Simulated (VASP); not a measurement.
# Zr12H (a cell with a defect) in VASP: single point with PBE

Aim: the single point of Zr12H (a cell with a defect) with PBE.

All numbers are computed with VASP 6.6.1; they aren't measurements. Logs are shortened: lines on timing, memory, paths and dates and some standing lists are left out, and cuts for length are marked.

## Step 1: The cell of the first run

The cell holds a defect, 13 atoms: a = 6.460 Å, b = 9.690 Å, c = 5.145 Å, α = 90.00°, β = 90.00°, γ = 120.00°.

## Step 2: Single point, PBE

INCAR

```
  PREC = Accurate
  ENCUT = 520
  EDIFF = 1E-7
  ISMEAR = 0
  SIGMA = 0.05
  LREAL = F
  LASPH = T
  NELM = 80
  ALGO = Normal
  ISIF = 2
  LWAVE = F
  LCHARG = F
  GGA = PE
  NBANDS = 84
```

KPOINTS

```
Automatic mesh
0
Gamma
  3 2 3
```

POSCAR

```
Zr12H
1.0
    6.4600000000      0.0000000000      0.0000000000
   -4.8450000000      8.3917860000      0.0000000000
    0.0000000000      0.0000000000      5.1453900000
Zr H
12 1
Direct
    0.0023324888      0.0082912029      0.0129593675
    0.1828366303      0.2256348053      0.5105245667
    0.0065413482      0.3305958946      0.0021681544
    0.1618318113      0.5531383903      0.5025883364
    0.0005172462      0.6698601466      0.0007772006
    0.1572960551      0.8905311694      0.5004316485
    0.4834269201      0.0039106097     -0.0113983585
    0.6788298649      0.2188189737      0.4916575809
    0.5197573317      0.3362240172     -0.0021182068
    0.6688113332      0.5540984958      0.4975377960
    0.4924359779      0.6528359994     -0.0036247981
    0.6550144269      0.8870951905      0.4982879821
    0.6544691340      0.8853957906      0.9956984796
```

Potentials or basis: VASP PAW PBE potentials, release 64 (Zr_sv, H).

On the command line:

```
cat potpaw_PBE.64/Zr_sv/POTCAR potpaw_PBE.64/H/POTCAR > POTCAR
mpirun -np 1 vasp_std > vasp.out
```

OUTCAR:

```text
PREC = Accurate
   ENCUT = 520
   EDIFF = 1E-7
   ISMEAR = 0
   LREAL = F
   LASPH = T
   NELM = 80
   ISIF = 2
   GGA = PE

 ion  position               nearest neighbor table
   1  0.002  0.008  0.013-  13 1.95   3 3.11   6 3.12   7 3.13   2 3.15  12 3.16   2 3.17   6 3.23
                             9 3.26   5 3.27  12 3.28   7 3.33  11 3.37
   2  0.183  0.226  0.511-   9 3.14   3 3.14   1 3.15  10 3.16   1 3.17   6 3.17   3 3.21   8 3.22
                             8 3.24   9 3.24   4 3.24  12 3.35
   3  0.007  0.331  0.002-   1 3.11   8 3.12  11 3.13   2 3.14   9 3.17   4 3.18   4 3.18   8 3.20
                             2 3.21   7 3.28   9 3.29   5 3.31
   4  0.162  0.553  0.503-  11 3.14   3 3.18   5 3.18   3 3.18   8 3.18  10 3.19   5 3.20  11 3.20
                            12 3.21   2 3.24  10 3.27   6 3.28
   5  0.001  0.670  0.001-  10 3.16   6 3.17   9 3.17   6 3.17   4 3.18   7 3.18  10 3.19   4 3.20
                            11 3.20  11 3.26   1 3.27   3 3.31
   6  0.157  0.891  0.500-   7 3.10   1 3.12   2 3.17   5 3.17   5 3.17   7 3.20  10 3.21   1 3.23
                            12 3.23  12 3.23   8 3.28   4 3.28
   7  0.483  0.004  0.989-  13 1.95   6 3.10   9 3.11   1 3.13   8 3.14   8 3.16   5 3.18  12 3.18
                             6 3.20  12 3.26   3 3.28   1 3.33  11 3.43
   8  0.679  0.219  0.492-   3 3.12   7 3.14  12 3.14   9 3.16   7 3.16   4 3.18   3 3.20   9 3.21
                             2 3.22   2 3.24   6 3.28  10 3.28
   9  0.520  0.336  0.998-   7 3.11   2 3.14  10 3.16   8 3.16  10 3.16  11 3.16   5 3.17   3 3.17
                             8 3.21   2 3.24   1 3.26   3 3.29
  10  0.669  0.554  0.498-  11 3.15  11 3.15   9 3.16   9 3.16   5 3.16   2 3.16   5 3.19   4 3.19
                             6 3.21   4 3.27  12 3.27   8 3.28
  11  0.492  0.653  0.996-  13 1.95   3 3.13   4 3.14  10 3.15  10 3.15   9 3.16   4 3.20   5 3.20
                            12 3.23  12 3.25   5 3.26   1 3.37   7 3.43
  12  0.655  0.887  0.498-   8 3.14   1 3.16   7 3.18   4 3.21   6 3.23  11 3.23   6 3.23  11 3.25
                             7 3.26  10 3.27   1 3.28   2 3.35
  13  0.654  0.885  0.996-   1 1.95   7 1.95  11 1.95

  LATTYP: Found a simple monoclinic cell.
 ALAT       =     6.4600000000
 B/A-ratio  =     0.7965000000
 C/A-ratio  =     1.3228756308
 COS(beta)  =    -0.1889822400

  Lattice vectors:

 A1 = (   6.4600000000,   0.0000000000,   0.0000000000)
 A2 = (   0.0000000000,   0.0000000000,   5.1453900000)
 A3 = (  -1.6150000000,  -8.3917860000,   0.0000000000)

Analysis of symmetry for initial positions (statically):
=====================================================================
 Subroutine PRICEL returns:
 Original cell was already a primitive cell.

 Routine SETGRP: Setting up the symmetry group for a
 simple monoclinic supercell.

 Subroutine GETGRP returns: Found  1 space group operations
 (whereof  1 operations were pure point group operations)
 out of a pool of  4 trial point group operations.

The static configuration has the point symmetry C_1 .

Analysis of symmetry for dynamics (positions and initial velocities):
=====================================================================
 Subroutine PRICEL returns:
 Original cell was already a primitive cell.

 Routine SETGRP: Setting up the symmetry group for a
 simple monoclinic supercell.

 Subroutine GETGRP returns: Found  1 space group operations
 (whereof  1 operations were pure point group operations)
 out of a pool of  4 trial point group operations.

The dynamic configuration has the point symmetry C_1 .

 Subroutine INISYM returns: Found  1 space group operations
 (whereof  1 operations are pure point group operations),
 and found     1 'primitive' translations

----------------------------------------------------------------------------------------

                                     Primitive cell

  volume of cell :     278.9364

  direct lattice vectors                    reciprocal lattice vectors
     6.460000000  0.000000000  0.000000000     0.154798762  0.089373108  0.000000000
    -4.845000000  8.391786000  0.000000000     0.000000000  0.119164145  0.000000000
     0.000000000  0.000000000  5.145390000     0.000000000  0.000000000  0.194348728

  length of vectors
     6.460000000  9.689999859  5.145390000     0.178746214  0.119164145  0.194348728

  position of ions in fractional coordinates (direct lattice)
     0.002332489  0.008291203  0.012959368
     0.182836630  0.225634805  0.510524567
     0.006541348  0.330595895  0.002168154
     0.161831811  0.553138390  0.502588336
     0.000517246  0.669860147  0.000777201
     0.157296055  0.890531169  0.500431648
     0.483426920  0.003910610  0.988601641
     0.678829865  0.218818974  0.491657581
     0.519757332  0.336224017  0.997881793
     0.668811333  0.554098496  0.497537796
     0.492435978  0.652835999  0.996375202
     0.655014427  0.887095190  0.498287982
     0.654469134  0.885395791  0.995698480

[... 34 lines left out ...]
  Shift w.r.t. Gamma in fractional coordinates (k-lattice)
     0.000000000  0.000000000  0.000000000

 -----------------------------------------------------------------------------
|                                                                             |
|           W    W    AA    RRRRR   N    N  II  N    N   GGGG   !!!           |
|           W    W   A  A   R    R  NN   N  II  NN   N  G    G  !!!           |
|           W    W  A    A  R    R  N N  N  II  N N  N  G       !!!           |
|           W WW W  AAAAAA  RRRRR   N  N N  II  N  N N  G  GGG   !            |
|           WW  WW  A    A  R   R   N   NN  II  N   NN  G    G                |
|           W    W  A    A  R    R  N    N  II  N    N   GGGG   !!!           |
|                                                                             |
|     Your reciprocal lattice and k-lattice belong to different lattice       |
|     classes:                                                                |
|                                                                             |
|        The reciprocal lattice is simple monoclinic,                         |
|        whereas your k-lattice is hexagonal.                                 |
|                                                                             |
|     Results are often still useful ...                                      |
|                                                                             |
 -----------------------------------------------------------------------------

 Subroutine IBZKPT returns following result:
 ===========================================

 Found     10 irreducible k-points:

 Following reciprocal coordinates:
            Coordinates               Weight
  0.000000  0.000000  0.000000      1.000000
  0.333333  0.000000  0.000000      2.000000
  0.000000  0.500000  0.000000      1.000000
  0.333333  0.500000  0.000000      2.000000
  0.000000  0.000000  0.333333      2.000000
  0.333333  0.000000  0.333333      2.000000
 -0.333333  0.000000  0.333333      2.000000
  0.000000  0.500000  0.333333      2.000000
  0.333333  0.500000  0.333333      2.000000
 -0.333333  0.500000  0.333333      2.000000
   k-points           NKPTS =     10   k-points in BZ     NKDIM =     10   number of bands    NBANDS=     84
   number of dos      NEDOS =    301   number of ions     NIONS =     13
   total plane-waves  NPLWV = 138240
   dimension x,y,z NGX =    48 NGY =   72 NGZ =   40
   dimension x,y,z NGXF=    96 NGYF=  144 NGZF=   80
   ions per type =              12   1
   NGX,Y,Z   is equivalent  to a cutoff of  12.35, 12.35, 12.92 a.u.
   NGXF,Y,Z  is equivalent  to a cutoff of  24.71, 24.71, 25.85 a.u.
 SYSTEM =  unknown system
   PREC   = accura    normal or accurate (medium, high low for compatibility)
   ISTART =      0    job   : 0-new  1-cont  2-samecut
   ICHARG =      2    charge: 1-file 2-atom 10-const
   ISPIN  =      1    spin polarized calculation?
   LNONCOLLINEAR =      F non collinear calculations
   LSORBIT =      F    spin-orbit coupling
   LASPH  =      T    aspherical Exc in radial PAW
   ENCUT  =  520.0 eV  38.22 Ry    6.18 a.u.  12.01 18.02  9.57*2*pi/ulx,y,z
   NELM   =     80;   NELMIN=  2; NELMDL= -5     # of ELM steps
   EDIFF  = 0.1E-06   stopping-criterion for ELM
   LREAL  =      F    real-space projection
   EDIFFG = 0.1E-05   stopping-criterion for IOM
   NSW    =      0    number of steps for IOM
   IBRION =     -1    ionic relax: 0-MD 1-quasi-New 2-CG
   NFREE  =      0    steps in history (QN), initial steepest desc. (CG)
   ISIF   =      2    stress and relaxation
   ISYM   =      2    0-nonsym 1-usesym 2-fastsym
   POTIM  = 0.5000    time-step for ionic-motion
   TEBEG  =    0.0;   TEEND  =   0.0 temperature during run
   PSTRESS=    0.0 pullay stress
   NELECT =     145.0000    total number of electrons
   NUPDOWN=      -1.0000    fix difference up-down
   EMIN   =  10.00;   EMAX   =-10.00  energy-range for DOS
   EFERMI =   0.00;   METHOD = LEGACY
   ISMEAR =     0;   SIGMA  =   0.05  broadening in eV -4-tet -1-fermi 0-gaus
   EFERMI_NEDOS =   21; number of points for ismear=-14 and -15
   IALGO  =     38    algorithm
   IMIX   =      4    mixing-type and parameters
     AMIX     =   0.40;   BMIX     =  1.00
     AMIX_MAG =   1.60;   BMIX_MAG =  1.00
  volume/ion in A,a.u.               =      21.46       144.80
  Fermi-wavevector in a.u.,A,eV,Ry     =   1.316323  2.487490 23.574895  1.732706
  Thomas-Fermi vector in A             =   2.446443
   LORBIT       =      0    0 simple, 1 ext, 2 COOP (PROOUT), +10 PAW based schemes
   GGA     = PE    functional components
   LHFCALC =     F    Hartree Fock is set to
   AEXX    =    0.0000 exact exchange contribution
   IVDW    =     0    specifies the selected vdW correction
   LEPSILON=     F    determine dielectric tensor
   LRPA    =     F    only Hartree local field effects (RPA)
 non-spin polarized calculation
 Gauss-broadening in eV      SIGMA  =   0.05
  energy-cutoff  :      520.00
  volume of cell :      278.94
 maximum number of plane-waves:      7545
   NGX = 25   NGY = 37   NGZ = 19

 number of electron     144.9999999 magnetization

 Free energy of the ion-electron system (eV)
  ---------------------------------------------------
  ext. energy  EPLUGINS =         0.00000000
  ---------------------------------------------------
  free energy    TOTEN  =      -105.56353823 eV

  energy without entropy =     -105.53775627  energy(sigma->0) =     -105.55064725

 E-fermi :   9.0254     XC(G=0): -11.1274

 val. band max:        9.0167310150   @ k =   0.3333   0.5000   0.3333
 cond. band min:       9.0265689651   @ k =   0.0000   0.5000   0.0000
 fundamental gap:      0.0098379501
 Fermi energy:         9.0253632624

 k-point     1 :       0.0000    0.0000    0.0000
  band No.  band energies     occupation
      1     -39.8415      2.00000
      2     -39.7388      2.00000
      3     -39.6699      2.00000
      4     -39.6538      2.00000
      5     -39.6311      2.00000
      6     -39.6105      2.00000
[... 859 lines left out ...]
     83       9.7360      0.00000
     84      10.0434      0.00000

------------------------ aborting loop because EDIFF is reached ----------------------------------------

  FORCE on cell =-STRESS in cart. coord.  units (eV):
  Direction    XX          YY          ZZ          XY          YZ          ZX
  --------------------------------------------------------------------------------------
  -------------------------------------------------------------------------------------
  Total        4.6708007      5.2974601      1.3540657     -0.2862110     -0.1133337     -0.2311837
  in kB       26.8285190     30.4279755      7.7775908     -1.6439617     -0.6509753     -1.3278915
  external PRESSURE =      21.6780284 kB  Pullay stress =       0.0000000 kB

 VOLUME and BASIS-vectors are now :
 -----------------------------------------------------------------------------
  energy-cutoff  :      520.00
  volume of cell :      278.94
      direct lattice vectors                 reciprocal lattice vectors
     6.460000000  0.000000000  0.000000000     0.154798762  0.089373108  0.000000000
    -4.845000000  8.391786000  0.000000000     0.000000000  0.119164145  0.000000000
     0.000000000  0.000000000  5.145390000     0.000000000  0.000000000  0.194348728

 POSITION                                       TOTAL-FORCE (eV/Angst)
 -----------------------------------------------------------------------------------
     -0.02510      0.06958      0.06668         0.018697      0.012699      0.005976
      0.08792      1.89348      2.62685        -0.002262     -0.013405     -0.002501
     -1.55948      2.77429      0.01116        -0.031937      0.002162      0.001605
     -1.63452      4.64182      2.58601        -0.001718     -0.014737      0.002233
     -3.24213      5.62132      0.00400         0.023351     -0.014724     -0.003874
     -3.29849      7.47315      2.57492         0.022574      0.039972      0.004013
      3.10399      0.03282      5.08674        -0.025207     -0.005812     -0.003864
      3.32506      1.83628      2.52977        -0.020543      0.012215     -0.003693
      1.72863      2.82152      5.13449         0.008933     -0.005465      0.006367
      1.63591      4.64988      2.56003         0.015282      0.007150     -0.004232
      0.01815      5.47846      5.12674         0.001703      0.014937      0.001198
     -0.06658      7.44431      2.56389        -0.003708     -0.030322      0.003520
     -0.06187      7.43005      5.12326        -0.005165     -0.004670     -0.006748
 -----------------------------------------------------------------------------------
    total drift:                               -0.000037      0.000018      0.000025

  FREE ENERGIE OF THE ION-ELECTRON SYSTEM (eV)
  ---------------------------------------------------
  free  energy   TOTEN  =      -105.5635382256 eV

  energy  without entropy=     -105.5377562708  energy(sigma->0) =     -105.55064725
```

Wall time 5.4 min (1 thread of Intel Xeon Platinum 8375C at 2.90GHz (Ice Lake), shared host); peak memory 0.43 GiB.

Results:

```
Free energy            : -105.5635 eV
Pressure               : 2.2 GPa
Largest force          : 0.046 eV/Å
Band gap on the k mesh : zero (an odd number of electrons rules out a gap without spin polarisation)
```

Forces on the atoms (eV/Å):
```
Zr   0.019  0.013  0.006
Zr  -0.002 -0.013 -0.003
Zr  -0.032  0.002  0.002
Zr  -0.002 -0.015  0.002
Zr   0.023 -0.015 -0.004
Zr   0.023  0.040  0.004
Zr  -0.025 -0.006 -0.004
Zr  -0.021  0.012 -0.004
Zr   0.009 -0.005  0.006
Zr   0.015  0.007 -0.004
Zr   0.002  0.015  0.001
Zr  -0.004 -0.030  0.004
H   -0.005 -0.005 -0.007
```

Caveat: the k points lie up to 0.41 Å⁻¹ apart, too coarse for converged energies and pressures of a metal.
